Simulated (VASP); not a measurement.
Runs of VASP 6.6.1 on CdTe. The structure is that of space group F-43m (No. 216), or close to it. The cells are those of the table. 

| level | cell | smearing | gap on the mesh (eV) | pressure (GPa) |
| --- | --- | --- | --- | --- |
| PBE | a = 4.629, b = 4.629, c = 4.685 Å, angles 59.6, 59.6, 60.8°, 2 atoms | fermi-dirac 0.02 eV | 0.59 | (b) |
| PBE | a = 4.653, b = 4.653, c = 4.546 Å, angles 60.8, 60.8, 58.5°, 2 atoms | fermi-dirac 0.02 eV | (c) | 1.7 |
| r2SCAN | a = 4.645, b = 4.645, c = 4.592 Å, angles 60.4, 60.4, 59.2°, 2 atoms | gaussian 0.01 eV | 1.15 | (a) |
| PBE | a = 4.645, b = 4.645, c = 4.592 Å, angles 60.4, 60.4, 59.2°, 2 atoms | fermi-dirac 0.02 eV | 0.66 | 1.4 |
| PBE | a = 4.639 Å, angles 60.0°, 2 atoms | fermi-dirac 0.02 eV | 0.66 | 1.1 |

Alike in all rows: task single point; potentials or basis VASP PAW PBE potentials, release 64 (Cd, Te); no spin polarisation; k mesh 6 × 6 × 6; cutoff (eV) 520.

Task: Estimate the missing entries.

Result: (a) 0.4; (b) 0.9; (c) 0.65.

Caveats: spin-orbit coupling is left out, which moves the levels of the heavy elements; the PAW data sets were made with another functional, which shifts forces and pressure a little (some runs).

A k mesh can miss the band edges, and the runs leave out spin-orbit coupling on Cd, Te.
